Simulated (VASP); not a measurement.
Crystal: Ta2B2O.

```
CELL_PARAMETERS angstrom
-1.81473 1.81473 4.59244
1.81473 -1.81473 4.59244
1.81473 1.81473 -4.59244
ATOMIC_POSITIONS crystal
Ta 0.50000 0.00000 0.50000
Ta 0.00000 0.50000 0.50000
B 0.75000 0.25000 0.50000
B 0.25000 0.75000 0.50000
O 0.50000 0.50000 0.00000
```

The cell was built from a structure type or drawn by symmetry, and may not be a known phase.

* Program: VASP 6.6.1
* Task: relaxation of cell and atoms
* Functional: PBE
* Potentials or basis: VASP PAW PBE potentials, release 64 (Ta_pv, B, O)
* Cutoff: 600 eV
* k mesh: 6 × 6 × 6
* Occupations: gaussian, width 0.1 eV
* Spin: no spin polarisation

At the start: pressure 69.0 GPa; volume 12.10 Å³/atom.

How do energy, volume and symmetry change on relaxing?

Over 10 steps the energy falls by 778.8 meV/atom and the volume is 15.27 Å³/atom (+26.2 %); space group I4/mmm (No. 139, to 0.1 Å) before and after.

The path:
| step | energy change (eV) | largest force (eV/Å) | pressure (GPa) | volume (Å³) |
| --- | --- | --- | --- | --- |
| 1 | 0.0000 | 0.0000 | 69.03 | 60.50 |
| 2 | 1.5258 | 0.0000 | -24.27 | 115.43 |
| 3 | -3.8167 | 0.0000 | -6.39 | 79.85 |
| 4 | -3.8776 | 0.0000 | -3.12 | 77.98 |
| 5 | -3.8879 | 0.0000 | -0.89 | 76.84 |
| 6 | -3.8870 | 0.0000 | -1.59 | 77.19 |
| 7 | -3.8912 | 0.0000 | 0.03 | 76.32 |
| 8 | -3.8932 | 0.0000 | -0.56 | 76.63 |
| 9 | -3.8936 | 0.0000 | 0.38 | 76.16 |
| 10 | -3.8939 | 0.0000 | 0.02 | 76.35 |

Final structure:
```cif
data_structure
_symmetry_space_group_name_H-M 'P 1'
_symmetry_Int_Tables_number 1
_cell_length_a 5.4213
_cell_length_b 5.4213
_cell_length_c 5.4213
_cell_angle_alpha 135.813
_cell_angle_beta 135.813
_cell_angle_gamma 64.270
_cell_volume 76.35
loop_
_atom_site_label
_atom_site_type_symbol
_atom_site_fract_x
_atom_site_fract_y
_atom_site_fract_z
_atom_site_occupancy
Ta1 Ta 0.50000 0.00000 0.50000 1
Ta2 Ta 0.00000 0.50000 0.50000 1
B1 B 0.75000 0.25000 0.50000 1
B2 B 0.25000 0.75000 0.50000 1
O1 O 0.50000 0.50000 0.00000 1
```

Caveat: the volume moved by over 15 % at a fixed basis, so the end points are rough.
